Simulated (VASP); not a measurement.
Set up this calculation in VASP 6.6.1, as the native input.

```yaml
Task: single point
Functional: LDA
Potentials_or_basis: VASP PAW LDA potentials, release 64 (Se)
Cutoff: 520 eV
k_mesh: 12 × 12 × 8
Occupations: gaussian, width 0.02 eV
Spin: no spin polarisation
Dipole_correction: no
Further_INCAR_settings: ALGO = Normal; EDIFF = 1e-07; NBANDS = 16
```

The structure of Se lies in POSCAR:

```
Se
1.0
    3.9469386681      0.0000000000      0.0000000000
   -1.9734693340      3.4181491537      0.0000000000
    0.0000000000      0.0000000000      5.1189848276
Se
3
Direct
    0.2553695463      0.0000000000      0.3333333333
    0.0000000000      0.2553695463      0.6666666667
    0.7446304537      0.7446304537      0.0000000000
```

One way to write it, as run:

INCAR

```
SYSTEM = Se
ALGO = Normal ; EDIFF = 1E-7
ENCUT = 520 ; GGA = CA
ISIF = 2 ; ISMEAR = 0
LASPH = .TRUE. ; LCHARG = .FALSE.
LREAL = .FALSE. ; LWAVE = .FALSE.
NBANDS = 16 ; NELM = 80
PREC = Accurate ; SIGMA = 0.02
```

KPOINTS

```
k-points
0
G
  12 12 8
  0 0 0
```

Potentials or basis: VASP PAW LDA potentials, release 64 (Se).

Command:

```bash
$ cat potpaw_LDA.64/Se/POTCAR > POTCAR
$ mpirun -np 1 vasp_std > vasp.out
```

Results of the run:

The pressure is 0.2 GPa, the largest force is 0.037 eV/Å and the band gap on the k mesh is 0.28 eV.

It took 2.6 min on 1 thread of Intel(R) Xeon(R) Platinum 8175M CPU @ 2.50GHz (Skylake/Cascade Lake) (shared host), peak memory 0.23 GiB.
